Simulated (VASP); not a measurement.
# WC2 (P6/mmm) in VASP: a series of runs

The runs below take WC2 through single point, relaxation of cell and atoms, with PBE.

All numbers are computed with VASP 6.6.1; they aren't measurements. Logs are shortened: lines on timing, memory, paths and dates and some standing lists are left out, and cuts for length are marked.

## Step 1: The cell of the first run

It takes space group P6/mmm (No. 191, hexagonal). Conventional cell: a = 3.333 Å, b = 3.333 Å, c = 2.799 Å, α = 90.00°, β = 90.00°, γ = 120.00°. W (site symmetry 6/mmm) has 12 C at 2.38 Å and 2 W at 2.80 Å within 3.1 Å. Within 2.6 Å of C (site symmetry -6m2) lie 3 C at 1.92 Å and 6 W at 2.38 Å.

## Step 2: Single point, PBE

INCAR reads:

```
SYSTEM = WC2
ALGO = Normal ; EDIFF = 1E-6
ENCUT = 520 ; GGA = PE
ISIF = 2 ; ISMEAR = 0
LASPH = .TRUE. ; LCHARG = .FALSE.
LREAL = .FALSE. ; LWAVE = .FALSE.
NBANDS = 18 ; NELM = 80
PREC = Accurate ; SIGMA = 0.1
```

KPOINTS reads:

```
k-points
0
G
  15 15 16
  0 0 0
```

POSCAR reads:

```
WC2
1.0
    3.3330770394      0.0000000000      0.0000000000
   -1.6665385197      2.8865293889      0.0000000000
    0.0000000000      0.0000000000      2.7987522130
W C
1 2
Direct
    0.0000000000      0.0000000000      0.0000000000
    0.3333333333      0.6666666667      0.5000000000
    0.6666666667      0.3333333333      0.5000000000
```

Potentials or basis: VASP PAW PBE potentials, release 64 (W_sv, C).

The run is started by

```console
> cat potpaw_PBE.64/W_sv/POTCAR potpaw_PBE.64/C/POTCAR > POTCAR
> mpirun -np 1 vasp_std > vasp.out
```

OUTCAR:

```text
SYSTEM = WC2
   EDIFF = 1E-6
   ENCUT = 520
   GGA = PE
   ISIF = 2
   ISMEAR = 0
   LASPH = .TRUE.
   LREAL = .FALSE.
   NELM = 80
   PREC = Accurate

 ion  position               nearest neighbor table
   1  0.000  0.000  0.000-   2 2.38   3 2.38   2 2.38   3 2.38   3 2.38   3 2.38   2 2.38   2 2.38
                             3 2.38   3 2.38   2 2.38   2 2.38
   2  0.333  0.667  0.500-   3 1.92   3 1.92   3 1.92   1 2.38   1 2.38   1 2.38   1 2.38   1 2.38
                             1 2.38
   3  0.667  0.333  0.500-   2 1.92   2 1.92   2 1.92   1 2.38   1 2.38   1 2.38   1 2.38   1 2.38
                             1 2.38

  LATTYP: Found a hexagonal cell.
 ALAT       =     3.3330770394
 C/A-ratio  =     0.8396902262

  Lattice vectors:

 A1 = (   3.3330770394,   0.0000000000,   0.0000000000)
 A2 = (  -1.6665385197,   2.8865293889,   0.0000000000)
 A3 = (   0.0000000000,   0.0000000000,   2.7987522130)

Analysis of symmetry for initial positions (statically):
=====================================================================
 Subroutine PRICEL returns:
 Original cell was already a primitive cell.

 Routine SETGRP: Setting up the symmetry group for a
 hexagonal supercell.

 Subroutine GETGRP returns: Found 24 space group operations
 (whereof 24 operations were pure point group operations)
 out of a pool of 24 trial point group operations.

The static configuration has the point symmetry D_6h.

Analysis of symmetry for dynamics (positions and initial velocities):
=====================================================================
 Subroutine PRICEL returns:
 Original cell was already a primitive cell.

 Routine SETGRP: Setting up the symmetry group for a
 hexagonal supercell.

 Subroutine GETGRP returns: Found 24 space group operations
 (whereof 24 operations were pure point group operations)
 out of a pool of 24 trial point group operations.

The dynamic configuration has the point symmetry D_6h.

 Subroutine INISYM returns: Found 24 space group operations
 (whereof 24 operations are pure point group operations),
 and found     1 'primitive' translations

----------------------------------------------------------------------------------------

                                     Primitive cell

  volume of cell :      26.9269

  direct lattice vectors                    reciprocal lattice vectors
     3.333077039  0.000000000  0.000000000     0.300023068  0.173218399  0.000000000
    -1.666538520  2.886529389  0.000000000     0.000000000  0.346436798  0.000000000
     0.000000000  0.000000000  2.798752213     0.000000000  0.000000000  0.357302085

  length of vectors
[... 88 lines left out ...]
   IBRION =     -1    ionic relax: 0-MD 1-quasi-New 2-CG
   NFREE  =      0    steps in history (QN), initial steepest desc. (CG)
   ISIF   =      2    stress and relaxation
   ISYM   =      2    0-nonsym 1-usesym 2-fastsym
   POTIM  = 0.5000    time-step for ionic-motion
   TEBEG  =    0.0;   TEEND  =   0.0 temperature during run
   PSTRESS=    0.0 pullay stress
   NELECT =      22.0000    total number of electrons
   NUPDOWN=      -1.0000    fix difference up-down
   EMIN   =  10.00;   EMAX   =-10.00  energy-range for DOS
   EFERMI =   0.00;   METHOD = LEGACY
   ISMEAR =     0;   SIGMA  =   0.10  broadening in eV -4-tet -1-fermi 0-gaus
   EFERMI_NEDOS =   21; number of points for ismear=-14 and -15
   IALGO  =     38    algorithm
   IMIX   =      4    mixing-type and parameters
     AMIX     =   0.40;   BMIX     =  1.00
     AMIX_MAG =   1.60;   BMIX_MAG =  1.00
  volume/ion in A,a.u.               =       8.98        60.57
  Fermi-wavevector in a.u.,A,eV,Ry     =   1.530455  2.892140 31.868809  2.342291
  Thomas-Fermi vector in A             =   2.637935
   LORBIT       =      0    0 simple, 1 ext, 2 COOP (PROOUT), +10 PAW based schemes
   GGA     = PE    functional components
   LHFCALC =     F    Hartree Fock is set to
   AEXX    =    0.0000 exact exchange contribution
   IVDW    =     0    specifies the selected vdW correction
   LEPSILON=     F    determine dielectric tensor
   LRPA    =     F    only Hartree local field effects (RPA)
 non-spin polarized calculation
 Gauss-broadening in eV      SIGMA  =   0.10
  energy-cutoff  :      520.00
  volume of cell :       26.93
 maximum number of plane-waves:       742
 NGX is ok and might be reduce to    28
   NGX = 13   NGY = 13   NGZ = 11

 number of electron      22.0000000 magnetization

 Free energy of the ion-electron system (eV)
  ---------------------------------------------------
  ext. energy  EPLUGINS =         0.00000000
  ---------------------------------------------------
  free energy    TOTEN  =       -25.07482955 eV

  energy without entropy =      -25.06464722  energy(sigma->0) =      -25.06973838

 E-fermi :  11.8694     XC(G=0): -13.7559

 val. band max:       11.8604672567   @ k =   0.4667   0.0667   0.1875
 cond. band min:      11.8853023337   @ k =   0.2667   0.1333   0.1875
 fundamental gap:      0.0248350770
 Fermi energy:        11.8694280326

 k-point     1 :       0.0000    0.0000    0.0000
  band No.  band energies     occupation
      1     -63.2487      2.00000
      2     -27.3876      2.00000
      3     -27.3876      2.00000
      4     -27.1684      2.00000
      5      -5.8592      2.00000
      6       4.5430      2.00000
[... 481 lines left out ...]
      5      -1.8447      2.00000
      6      -1.3749      2.00000
[... 10 lines left out ...]
     17      19.4753      0.00000
     18      20.4565      0.00000

 [... further k-points ...]

------------------------ aborting loop because EDIFF is reached ----------------------------------------

  FORCE on cell =-STRESS in cart. coord.  units (eV):
  Direction    XX          YY          ZZ          XY          YZ          ZX
  --------------------------------------------------------------------------------------
  -------------------------------------------------------------------------------------
  Total        0.1588223      0.1588223      0.2027918     -0.0000000     -0.0000000      0.0000000
  in kB        9.4500984      9.4500984     12.0663271     -0.0000000     -0.0000000      0.0000000
  external PRESSURE =      10.3221746 kB  Pullay stress =       0.0000000 kB

 VOLUME and BASIS-vectors are now :
 -----------------------------------------------------------------------------
  energy-cutoff  :      520.00
  volume of cell :       26.93
      direct lattice vectors                 reciprocal lattice vectors
     3.333077039  0.000000000  0.000000000     0.300023068  0.173218399  0.000000000
    -1.666538520  2.886529389  0.000000000     0.000000000  0.346436798  0.000000000
     0.000000000  0.000000000  2.798752213     0.000000000  0.000000000  0.357302085

 POSITION                                       TOTAL-FORCE (eV/Angst)
 -----------------------------------------------------------------------------------
      0.00000      0.00000      0.00000        -0.000000      0.000000      0.000000
     -0.00000      1.92435      1.39938         0.000000     -0.000000     -0.000000
      1.66654      0.96218      1.39938        -0.000000      0.000000      0.000000
 -----------------------------------------------------------------------------------
    total drift:                               -0.000000      0.000000      0.000000

  FREE ENERGIE OF THE ION-ELECTRON SYSTEM (eV)
  ---------------------------------------------------
  free  energy   TOTEN  =       -25.0748295504 eV

  energy  without entropy=      -25.0646472186  energy(sigma->0) =      -25.06973838
```

OSZICAR:

```text
N       E                     dE             d eps       ncg     rms          rms(c)
DAV:   1     0.142685733459E+03    0.14269E+03   -0.11580E+04  8764   0.133E+03
DAV:   2    -0.223034167632E+02   -0.16499E+03   -0.16029E+03 10080   0.351E+02
DAV:   3    -0.286562258343E+02   -0.63528E+01   -0.62263E+01 10380   0.614E+01
DAV:   4    -0.287303018974E+02   -0.74076E-01   -0.73797E-01  9576   0.655E+00
DAV:   5    -0.287307652376E+02   -0.46334E-03   -0.46327E-03  9512   0.572E-01    0.275E+01
DAV:   6    -0.259123446984E+02    0.28184E+01   -0.34922E+01  9498   0.316E+01    0.762E+00
DAV:   7    -0.251180053213E+02    0.79434E+00   -0.52136E+00  9216   0.130E+01    0.724E+00
DAV:   8    -0.250762172566E+02    0.41788E-01   -0.25093E-01  9116   0.345E+00    0.366E-01
DAV:   9    -0.250750063825E+02    0.12109E-02   -0.70040E-03 10094   0.643E-01    0.147E-01
DAV:  10    -0.250748332200E+02    0.17316E-03   -0.92124E-04  9310   0.279E-01    0.103E-01
DAV:  11    -0.250748330423E+02    0.17771E-06   -0.46064E-05  9132   0.597E-02    0.258E-02
DAV:  12    -0.250748297200E+02    0.33223E-05   -0.89152E-06  9212   0.228E-02    0.479E-03
DAV:  13    -0.250748295504E+02    0.16965E-06   -0.26407E-07  4466   0.435E-03
   1 F= -.25074830E+02 E0= -.25069738E+02  d E =-.101823E-01
```

stdout:

```text
POSCAR found type information on POSCAR W C
 POSCAR found :  2 types and       3 ions
 scaLAPACK will be used
 LDA part: xc-table for (Slater+PW92), standard interpolation
 POSCAR, INCAR and KPOINTS ok, starting setup
 FFT: planning ... GRIDC
 FFT: planning ... GRID_SOFT
 FFT: planning ... GRID
 WAVECAR not read
 entering main loop
```

Run time: 1.9 min. Hardware: 1 thread of Intel Xeon Platinum 8259CL at 2.50GHz (Skylake/Cascade Lake), shared host; peak memory 0.24 GiB.

Results:

* Free energy: -25.0748 eV
* Pressure: 1.0 GPa
* Band gap on the k mesh: zero (bands 11 and 12 overlap by 4.01 eV)

Caveat: spin-orbit coupling is left out, which moves the levels of the heavy elements.

## Step 3: Relaxation of cell and atoms, PBE

This run uses another cell than the first one, of 9.01 Å³/atom.

INCAR reads:

```
SYSTEM = WC2
  PREC = Accurate
  ENCUT = 600
  EDIFF = 1E-7
  ISMEAR = 0
  SIGMA = 0.1
  LREAL = .False.
  LASPH = .True.
  NELM = 80
  ALGO = Normal
  ISIF = 3
  LWAVE = .False.
  LCHARG = .False.
  GGA = PE
  IBRION = 2
  NSW = 100
  EDIFFG = -0.01
```

KPOINTS reads:

```
regular mesh
0
Gamma
  15 15 16
  0 0 0
```

POSCAR reads:

```
WC2
1.0
    3.3723885350      0.0000000000      0.0000000000
   -1.6861942675      2.9205741428      0.0000000000
    0.0000000000      0.0000000000      2.7437364092
W C
1 2
Direct
    0.0000000000      0.0000000000      0.0000000000
    0.3333333333      0.6666666667      0.5000000000
    0.6666666667      0.3333333333      0.5000000000
```

Potentials or basis: VASP PAW PBE potentials, release 64 (W_sv, C).

The run is started by

```console
> cat potpaw_PBE.64/W_sv/POTCAR potpaw_PBE.64/C/POTCAR > POTCAR
> mpirun -np 1 vasp_std > vasp.out
```

It took 8.8 min on 1 thread of Intel Xeon Platinum 8259CL at 2.50GHz (Skylake/Cascade Lake), shared host; peak memory 0.26 GiB.

Results (log left out):

| Item | Value |
| --- | --- |
| Free energy | -25.0773 eV |
| Relaxed volume | 9.00 Å³/atom |
| Relaxed cell | a = 3.336 Å, b = 3.336 Å, c = 2.802 Å, α = 90.00°, β = 90.00°, γ = 120.00° |
| Space group after relaxing (to 0.1 Å) | P6/mmm (No. 191) |
| Energy gained by relaxing | 4.5 meV/atom |
| Ionic steps | 7 |
| Pressure after relaxing | 0.0 GPa |
| Band gap on the k mesh | zero (bands 11 and 12 overlap by 4.01 eV) |

Stress tensor (GPa, compression positive):
```
-0.05  0.00  0.00
 0.00 -0.05  0.00
 0.00  0.00  0.03
```

The path:
| step | energy change (eV) | largest force (eV/Å) | pressure (GPa) | volume (Å³) |
| --- | --- | --- | --- | --- |
| 1 | 0.0000 | 0.0000 | 1.01 | 27.02 |
| 2 | -0.0111 | 0.0000 | -2.15 | 27.24 |
| 3 | -0.0111 | 0.0000 | -2.35 | 27.26 |
| 4 | -0.0121 | 0.0000 | 2.12 | 26.80 |
| 5 | -0.0135 | 0.0000 | 0.16 | 27.00 |
| 6 | -0.0135 | 0.0000 | 0.11 | 27.00 |
| 7 | -0.0135 | 0.0000 | -0.02 | 27.01 |

Final structure:
```yaml
crystal:
  lattice:
    - [3.33617, 0.00000, 0.00000]
    - [-1.66809, 2.88921, 0.00000]
    - [0.00000, 0.00000, 2.80233]
  atoms:
    - { symbol: W, position: [0.00000, 0.00000, 0.00000] }
    - { symbol: C, position: [0.33333, 0.66667, 0.50000] }
    - { symbol: C, position: [0.66667, 0.33333, 0.50000] }
```

Levels at points of the mesh, in eV from the Fermi level:
```csv
k point,band 9,band 10,band 11,band 12,band 13,band 14
"(0.00, 0.00, 0.00)",-4.63,-2.68,0.82,0.82,1.21,1.21
"(0.00, 0.00, 0.50)",-4.60,-4.60,-2.81,-1.84,-1.84,-0.22
```

Caveat: spin-orbit coupling is left out, which moves the levels of the heavy elements.
